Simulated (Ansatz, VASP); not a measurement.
One calculation of La4ZrO, two programs

```
CELL_PARAMETERS angstrom
0.00000 4.48304 4.48304
4.48304 0.00000 4.48304
4.48304 4.48304 0.00000
ATOMIC_POSITIONS crystal
La 0.87968 0.37344 0.37344
La 0.37344 0.37344 0.87968
La 0.37344 0.87968 0.37344
La 0.37344 0.37344 0.37344
Zr 0.00000 0.00000 0.00000
O 0.75000 0.75000 0.75000
```

Change from the starting cell: species swapped into the HfZrFe4 type (F-43m, No. 216).

Alike in both runs: functional PBE; k mesh 8 × 8 × 8; occupations gaussian, width 0.1 eV; collinear spin.

Ansatz relaxed the structure, and its values are those at the end. VASP's run is a single point on that final structure, the one shown.

|  | VASP | Ansatz |
| --- | --- | --- |
| version | VASP 6.6.1 | Ansatz 0.2.0 |
| potentials or method | VASP PAW PBE potentials, release 64 (La, Zr_sv, O), cutoff 520 eV | scalar-relativistic, plane waves, PAW |
| valence electrons in the cell | 62 | 62 |

|  | VASP | Ansatz | Ansatz less VASP |
| --- | --- | --- | --- |
| gap on the k mesh at the Fermi level (eV) | none | none | - |
| pressure (GPa) | -0.2 | 0.0 | +0.19 |
| net moment per atom (μB) | 0.00 | 0.21 | +0.208 |
| size of the moment on the site where the two differ most (μB) | 0.00 | 0.63 | +0.630 |

The net moments are unlike, so the other rows may belong to different states. Site moments also hang on the region over which each program counts them. A gap of «none» marks a metal or a gap that the smearing closes.

Neither program's run includes spin-orbit coupling.
